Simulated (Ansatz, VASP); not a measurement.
One calculation of MgO, two programs

```
CELL_PARAMETERS angstrom
0.00000 2.13515 2.13515
2.13515 0.00000 2.13515
2.13515 2.13515 0.00000
ATOMIC_POSITIONS crystal
Mg 0.00000 0.00000 0.00000
O 0.50000 0.50000 0.52484
```

Change from the starting cell: all O atoms moved +0.075 Å, as atom 2 along Cartesian [1 1 0].

Alike in both runs: task single point; functional PBE; k mesh 10 × 10 × 10; occupations gaussian, width 0.05 eV; no spin polarisation.

|  | VASP | Ansatz |
| --- | --- | --- |
| version | VASP 6.6.1 | Ansatz 0.2.0 |
| potentials or method | VASP PAW PBE potentials, release 64 (Mg, O), cutoff 600 eV | scalar-relativistic, plane waves, PAW |
| valence electrons in the cell | 8 | 16 |

```csv
,VASP,Ansatz,Ansatz less VASP
gap on the k mesh at the Fermi level (eV),4.33,4.35,+0.016
least direct gap on the mesh (eV),4.33,4.35,+0.016
pressure (GPa),-2.2,-1.2,+0.98
"traceless stress, the component that is largest in VASP (GPa)",-0.57,-0.57,+0.006
rms of the force components (eV/Å),0.197,0.194,-0.0025
```

Atom by atom the forces differ by 0.003 eV/Å (rms over components). The functional is the same, so the differences come from potentials, cutoffs and numerics. VASP's potentials hold 8 valence electrons a cell and Ansatz's 16, so a difference there can come from the potentials and not from the codes.
